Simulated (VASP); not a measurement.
# Sr (Im-3m) in VASP: a series of runs

The runs below take Sr through single point, with r2SCAN.

Everything below comes from runs of VASP 6.6.1. Logs are shortened: lines on timing, memory, paths and dates and some standing lists are left out, and cuts for length are marked.

## Step 1: The cell of the first run

It takes space group Im-3m (No. 229, cubic). The conventional cell has a = 4.850 Å, b = 4.850 Å, c = 4.850 Å, α = 90.00°, β = 90.00°, γ = 90.00°. Within 5.5 Å of Sr (site symmetry m-3m) lie 14 Sr at 4.20 to 4.85 Å.

## Step 2: Single point, r2SCAN

File POSCAR:

```
Sr
1.0
   -2.4250000000      2.4250000000      2.4250000000
    2.4250000000     -2.4250000000      2.4250000000
    2.4250000000      2.4250000000     -2.4250000000
Sr
1
Direct
    0.0000000000      0.0000000000      0.0000000000
```

File INCAR.step1:

```
PREC     = Accurate       # precision mode
ENCUT    = 520            # plane-wave cutoff, eV
ISMEAR   = 0              # smearing method
SIGMA    = 0.1            # smearing width, eV
LREAL    = False          # projectors in reciprocal space
LASPH    = True           # aspherical terms in the spheres
NELM     = 100            # most SCF steps
NBANDS   = 11             # bands
GGA      = PE             # functional
ALGO     = Normal         # electronic algorithm
EDIFF    = 1E-4           # SCF threshold, eV
LWAVE    = True           # write WAVECAR
LCHARG   = False          # write CHGCAR
```

File INCAR.step2:

```
PREC     = Accurate       # precision mode
ENCUT    = 520            # plane-wave cutoff, eV
EDIFF    = 1E-6           # SCF threshold, eV
ISMEAR   = 0              # smearing method
SIGMA    = 0.1            # smearing width, eV
LREAL    = False          # projectors in reciprocal space
LASPH    = True           # aspherical terms in the spheres
NELM     = 100            # most SCF steps
ALGO     = Normal         # electronic algorithm
ISIF     = 2              # what is computed and relaxed
LWAVE    = False          # write WAVECAR
LCHARG   = True           # write CHGCAR
METAGGA  = R2SCAN         # meta-GGA
LMIXTAU  = True         
LELF     = True           # ELF
LVHAR    = True         
NBANDS   = 11             # bands
ISTART   = 1
```

File KPOINTS:

```
regular mesh
0
Gamma
  6 6 6
```

Potentials or basis: VASP PAW PBE potentials, release 64 (Sr_sv).

Started as:

```
$ cat potpaw_PBE.64/Sr_sv/POTCAR > POTCAR
$ cp INCAR.step1 INCAR
$ mpirun -np 1 vasp_std > vasp.out
$ cp INCAR.step2 INCAR
$ mpirun -np 1 vasp_std > vasp.out
```

OUTCAR:

```text
PREC = Accurate
   ENCUT = 520
   EDIFF = 1E-6
   ISMEAR = 0
   LREAL = False
   LASPH = True
   NELM = 100
   ISIF = 2
   METAGGA = R2SCAN
   ISTART = 1

 ion  position               nearest neighbor table
   1  0.000  0.000  0.000-

  LATTYP: Found a body centered cubic cell.
 ALAT       =     4.8500000000

  Lattice vectors:

 A1 = (  -2.4250000000,   2.4250000000,   2.4250000000)
 A2 = (   2.4250000000,  -2.4250000000,   2.4250000000)
 A3 = (   2.4250000000,   2.4250000000,  -2.4250000000)

Analysis of symmetry for initial positions (statically):
=====================================================================
 Subroutine PRICEL returns:
 Original cell was already a primitive cell.

 Routine SETGRP: Setting up the symmetry group for a
 body centered cubic supercell.

 Subroutine GETGRP returns: Found 48 space group operations
 (whereof 48 operations were pure point group operations)
 out of a pool of 48 trial point group operations.

The static configuration has the point symmetry O_h .

Analysis of symmetry for dynamics (positions and initial velocities):
=====================================================================
 Subroutine PRICEL returns:
 Original cell was already a primitive cell.

 Routine SETGRP: Setting up the symmetry group for a
 body centered cubic supercell.

 Subroutine GETGRP returns: Found 48 space group operations
 (whereof 48 operations were pure point group operations)
 out of a pool of 48 trial point group operations.

The dynamic configuration has the point symmetry O_h .

 Subroutine INISYM returns: Found 48 space group operations
 (whereof 48 operations are pure point group operations),
 and found     1 'primitive' translations

----------------------------------------------------------------------------------------

                                     Primitive cell

  volume of cell :      57.0421

  direct lattice vectors                    reciprocal lattice vectors
    -2.425000000  2.425000000  2.425000000     0.000000000  0.206185567  0.206185567
     2.425000000 -2.425000000  2.425000000     0.206185567  0.000000000  0.206185567
     2.425000000  2.425000000 -2.425000000     0.206185567  0.206185567  0.000000000

  length of vectors
     4.200223208  4.200223208  4.200223208     0.291590425  0.291590425  0.291590425
[... 72 lines left out ...]
   EDIFFG = 0.1E-04   stopping-criterion for IOM
   NSW    =      0    number of steps for IOM
   IBRION =     -1    ionic relax: 0-MD 1-quasi-New 2-CG
   NFREE  =      0    steps in history (QN), initial steepest desc. (CG)
   ISIF   =      2    stress and relaxation
   ISYM   =      2    0-nonsym 1-usesym 2-fastsym
   POTIM  = 0.5000    time-step for ionic-motion
   TEBEG  =    0.0;   TEEND  =   0.0 temperature during run
   PSTRESS=    0.0 pullay stress
   NELECT =      10.0000    total number of electrons
   NUPDOWN=      -1.0000    fix difference up-down
   EMIN   =  10.00;   EMAX   =-10.00  energy-range for DOS
   EFERMI =   0.00;   METHOD = LEGACY
   ISMEAR =     0;   SIGMA  =   0.10  broadening in eV -4-tet -1-fermi 0-gaus
   EFERMI_NEDOS =   21; number of points for ismear=-14 and -15
   IALGO  =     38    algorithm
   IMIX   =      4    mixing-type and parameters
     AMIX     =   0.40;   BMIX     =  1.00
     AMIX_MAG =   1.60;   BMIX_MAG =  1.00
  volume/ion in A,a.u.               =      57.04       384.94
  Fermi-wavevector in a.u.,A,eV,Ry     =   0.916241  1.731445 11.422060  0.839498
  Thomas-Fermi vector in A             =   2.041074
   LORBIT       =      0    0 simple, 1 ext, 2 COOP (PROOUT), +10 PAW based schemes
   METAGGA = R2SCAN    functional components
   LHFCALC =     F    Hartree Fock is set to
   AEXX    =    0.0000 exact exchange contribution
   IVDW    =     0    specifies the selected vdW correction
   LEPSILON=     F    determine dielectric tensor
   LRPA    =     F    only Hartree local field effects (RPA)
 non-spin polarized calculation
 Gauss-broadening in eV      SIGMA  =   0.10
  energy-cutoff  :      520.00
  volume of cell :       57.04
 maximum number of plane-waves:      1566
   NGX = 15   NGY = 15   NGZ = 15

 number of electron      10.0000000 magnetization

 Free energy of the ion-electron system (eV)
  ---------------------------------------------------
  ext. energy  EPLUGINS =         0.00000000
  ---------------------------------------------------
  free energy    TOTEN  =       -15.08665428 eV

  energy without entropy =      -15.07538116  energy(sigma->0) =      -15.08101772

 E-fermi :   1.5141     XC(G=0):  -7.6672

 val. band max:        1.4508752645   @ k =   0.5000   0.5000   0.3333
 cond. band min:       1.5205282759   @ k =   0.5000   0.5000   0.1667
 fundamental gap:      0.0696530115
 Fermi energy:         1.5140615482

 k-point     1 :       0.0000    0.0000    0.0000
  band No.  band energies     occupation
      1     -36.6071      2.00000
      2     -17.8715      2.00000
      3     -17.8715      2.00000
      4     -17.8715      2.00000
      5      -2.2823      2.00000
      6       4.1926      0.00000
      7       4.1926      0.00000
      8       4.1926      0.00000
      9       5.4982      0.00000
     10       5.4982      0.00000
     11       9.9132      0.00000
[... 197 lines left out ...]
 k-point    16 :       0.5000    0.5000    0.5000
  band No.  band energies     occupation
      1     -36.5827      2.00000
      2     -17.9991      2.00000
      3     -17.9991      2.00000
      4     -17.9991      2.00000
      5       1.4361      1.72950
      6       1.4361      1.72950
      7       5.2236      0.00000
      8       5.2236      0.00000
      9       5.2236      0.00000
     10       6.8135      0.00000
     11       6.8135      0.00000

------------------------ aborting loop because EDIFF is reached ----------------------------------------

  FORCE on cell =-STRESS in cart. coord.  units (eV):
  Direction    XX          YY          ZZ          XY          YZ          ZX
  --------------------------------------------------------------------------------------
  -------------------------------------------------------------------------------------
  Total       -0.0997288     -0.0997288     -0.0997288      0.0000000      0.0000000      0.0000000
  in kB       -2.8011486     -2.8011486     -2.8011486      0.0000000      0.0000000      0.0000000
  external PRESSURE =      -2.8011486 kB  Pullay stress =       0.0000000 kB

 VOLUME and BASIS-vectors are now :
 -----------------------------------------------------------------------------
  energy-cutoff  :      520.00
  volume of cell :       57.04
      direct lattice vectors                 reciprocal lattice vectors
    -2.425000000  2.425000000  2.425000000     0.000000000  0.206185567  0.206185567
     2.425000000 -2.425000000  2.425000000     0.206185567  0.000000000  0.206185567
     2.425000000  2.425000000 -2.425000000     0.206185567  0.206185567  0.000000000

 POSITION                                       TOTAL-FORCE (eV/Angst)
 -----------------------------------------------------------------------------------
      0.00000      0.00000      0.00000        -0.000000      0.000000      0.000000
 -----------------------------------------------------------------------------------
    total drift:                               -0.000000      0.000000     -0.000000

  FREE ENERGIE OF THE ION-ELECTRON SYSTEM (eV)
  ---------------------------------------------------
  free  energy   TOTEN  =       -15.0866542793 eV

  energy  without entropy=      -15.0753811620  energy(sigma->0) =      -15.08101772
```

OUTCAR.step1:

```text
PREC = Accurate
   ENCUT = 520
   ISMEAR = 0
   LREAL = False
   LASPH = True
   NELM = 100
[... 427 lines left out ...]

 POSITION                                       TOTAL-FORCE (eV/Angst)
 -----------------------------------------------------------------------------------
      0.00000      0.00000      0.00000         0.000000     -0.000000     -0.000000
 -----------------------------------------------------------------------------------
    total drift:                                0.000000      0.000000     -0.000000

  FREE ENERGIE OF THE ION-ELECTRON SYSTEM (eV)
  ---------------------------------------------------
  free  energy   TOTEN  =        -1.6230388968 eV

  energy  without entropy=       -1.6148936608  energy(sigma->0) =       -1.61896628
```

Wall time 22 s (1 thread of Intel Xeon Platinum 8488C (Sapphire Rapids), shared host); peak memory 0.18 GiB.

What came out:

```yaml
Free_energy: -15.0867 eV
Pressure: -0.3 GPa
Band_gap_on_the_k_mesh: zero (band 5 reaches 1.70 eV, above the bottom of band 6 at 1.44 eV)
```

Levels at points of the mesh, in eV from the Fermi level:
```
           k point  band 2  band 3  band 4  band 5  band 6  band 7  band 8  band 9
(0.00, 0.00, 0.00)  -19.39  -19.39  -19.39   -3.80    2.68    2.68    2.68    3.98
(0.50, 0.00, 0.00)  -19.57  -19.44  -19.39   -0.95    0.06    1.44    3.83    4.49
(0.50, 0.50, 0.50)  -19.51  -19.51  -19.51   -0.08   -0.08    3.71    3.71    3.71
```

Caveat: the PAW data sets were made with another functional, which shifts forces and pressure a little.

## Step 3: Single point, r2SCAN

This run uses another cell than the first one, of 55.60 Å³/atom, 0.975 times its volume.

File POSCAR:

```
Sr
1.0
   -2.4044314195      2.4044314195      2.4044314195
    2.4044314195     -2.4044314195      2.4044314195
    2.4044314195      2.4044314195     -2.4044314195
Sr
1
Direct
    0.0000000000      0.0000000000      0.0000000000
```

File INCAR.step1:

```
SYSTEM = Sr
PREC = Accurate
ENCUT = 520
ISMEAR = 0
SIGMA = 0.1
LREAL = .False.
LASPH = .True.
NELM = 100
NBANDS = 11
GGA = PE
ALGO = Normal
EDIFF = 1E-4
LWAVE = .True.
LCHARG = .False.
```

File INCAR.step2:

```
SYSTEM = Sr
PREC = Accurate
ENCUT = 520
EDIFF = 1E-6
ISMEAR = 0
SIGMA = 0.1
LREAL = .False.
LASPH = .True.
NELM = 100
ALGO = Normal
ISIF = 2
LWAVE = .False.
LCHARG = .True.
METAGGA = R2SCAN
LMIXTAU = .True.
LELF = .True.
LVHAR = .True.
NBANDS = 11
ISTART = 1
```

File KPOINTS:

```
Automatic mesh
0
Gamma
  16 16 16
  0 0 0
```

Potentials or basis: VASP PAW PBE potentials, release 64 (Sr_sv).

Started as:

```
$ cat potpaw_PBE.64/Sr_sv/POTCAR > POTCAR
$ cp INCAR.step1 INCAR
$ mpirun -np 1 vasp_std > vasp.out
$ cp INCAR.step2 INCAR
$ mpirun -np 1 vasp_std > vasp.out
```

It took 2 min on 1 thread of Intel Xeon Platinum 8488C (Sapphire Rapids), shared host; peak memory 0.24 GiB.

The run converged. Its results:

* Free energy: -15.0927 eV
* Pressure: 0.0 GPa
* Band gap on the k mesh: zero (band 5 reaches 1.96 eV, above the bottom of band 6 at 1.49 eV)

Levels at points of the mesh, in eV from the Fermi level:
```
           k point  band 3  band 4  band 5  band 6  band 7  band 8
(0.00, 0.00, 0.00)  -19.33  -19.33   -3.84    2.71    2.71    2.71
(0.50, 0.00, 0.00)  -19.40  -19.33   -0.97    0.09    1.44    3.90
(0.50, 0.50, 0.50)  -19.47  -19.47   -0.12   -0.12    3.81    3.81
```

Caveat: the PAW data sets were made with another functional, which shifts forces and pressure a little.
